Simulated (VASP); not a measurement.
Input of a VASP 6.6.1 run:

INCAR

```
SYSTEM = Ti6H
ALGO = Normal ; DIPOL = 0.5 0.5 0.337
EDIFF = 1E-7 ; ENCUT = 520
GGA = PE ; IDIPOL = 3
ISIF = 2 ; ISMEAR = 0
LASPH = .True. ; LCHARG = .False.
LDIPOL = .True. ; LREAL = .False.
LWAVE = .False. ; NBANDS = 86
NELM = 60 ; PREC = Accurate
SIGMA = 0.1
```

KPOINTS

```
k-points
0
Gamma
  5 6 1
  0 0 0
```

File POSCAR:

```
Ti6H
1.0
    5.6639455763      0.0000000000      0.0000000000
    0.0000000000      4.5793473381      0.0000000000
    0.0000000000      0.0000000000     24.5506933039
Ti H
12 2
Direct
    0.2500000000      0.0000000000      0.1629281891
    0.7500000000      0.0000000000      0.1629281891
    0.0000000000      0.5000000000      0.2167736627
    0.5000000000      0.5000000000      0.2167736627
    0.2500000000      0.0000000000      0.2706191363
    0.7500000000      0.0000000000      0.2706191363
    0.2500000000      0.5000000000      0.3256599435
    0.7500000000      0.5000000000      0.3256599435
    0.0000000000      0.0000000000      0.3779650127
    0.5000000000      0.0000000000      0.3779650127
    0.2500000000      0.5000000000      0.4297513383
    0.7500000000      0.5000000000      0.4297513383
   -0.0811271920      0.0000000000      0.5763867085
    0.0811271920      0.0000000000      0.5763867085
```

Potentials or basis: VASP PAW PBE potentials, release 64 (Ti_sv, H).

Run with:

```bash
$ cat potpaw_PBE.64/Ti_sv/POTCAR potpaw_PBE.64/H/POTCAR > POTCAR
$ mpirun -np 1 vasp_std > vasp.out
```

(1) Predict the band gap on the k mesh.

(2) Predict the largest force.

## Answers

(1) zero (band 73 reaches 0.60 eV, above the bottom of band 74 at 0.48 eV).

(2) 3.514 eV/Å.
